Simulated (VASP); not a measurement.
Al2P:

```
Al P
1.0
     2.76760    0.00000    0.00000
     0.00000    3.88384    0.00000
     0.00000    0.00000    5.81829
Al P
2 1
Direct
  0.50000 0.00000 0.19718
  0.50000 0.00000 0.80282
  0.50000 0.50000 0.50000
```

The cell was built from a structure type or drawn by symmetry, and may not be a known phase.

```yaml
Program: VASP 6.6.1
Task: relaxation of cell and atoms
Functional: PBE
Potentials_or_basis: VASP PAW PBE potentials, release 64 (Al, P)
Cutoff: 600 eV
k_mesh: 6 × 4 × 4
Occupations: gaussian, width 0.1 eV
Spin: no spin polarisation
```

At the start: pressure -0.2 GPa; volume 20.85 Å³/atom.

Q: How do energy, volume and symmetry change on relaxing?

A: Over 14 steps the energy falls by 230.3 meV/atom and the volume is 20.48 Å³/atom (-1.8 %); space group Pmmm (No. 47, to 0.1 Å) before and after.

The path:
```csv
step,energy change (eV),largest force (eV/Å),pressure (GPa),volume (Å³)
1,0.0000,3.2220,-0.24,62.54
2,-0.6599,0.1466,-1.27,61.97
3,-0.6600,0.1663,-1.33,61.98
4,-0.6716,0.0096,0.42,60.45
5,-0.6716,0.0067,0.45,60.42
6,-0.6754,0.0324,0.30,60.65
7,-0.6841,0.1491,-0.03,61.24
8,-0.6624,0.1682,-0.82,62.32
9,-0.6853,0.1574,-0.18,61.45
10,-0.6875,0.1401,-0.17,61.52
11,-0.6878,0.1283,-0.18,61.56
12,-0.6892,0.0986,-0.04,61.46
13,-0.6905,0.0381,0.26,61.25
14,-0.6908,0.0182,0.10,61.43
```

Final structure:
```cif
data_structure
_symmetry_space_group_name_H-M 'P 1'
_symmetry_Int_Tables_number 1
_cell_length_a 2.6232
_cell_length_b 3.8868
_cell_length_c 6.0245
_cell_angle_alpha 90.000
_cell_angle_beta 90.000
_cell_angle_gamma 90.000
_cell_volume 61.43
loop_
_atom_site_label
_atom_site_type_symbol
_atom_site_fract_x
_atom_site_fract_y
_atom_site_fract_z
_atom_site_occupancy
Al1 Al 0.50000 0.00000 0.22986 1
Al2 Al 0.50000 0.00000 0.77014 1
P1 P 0.50000 0.50000 0.50000 1
```

Caveat: the k points lie up to 0.40 Å⁻¹ apart in the final cell, too coarse for converged energies and pressures of a metal.
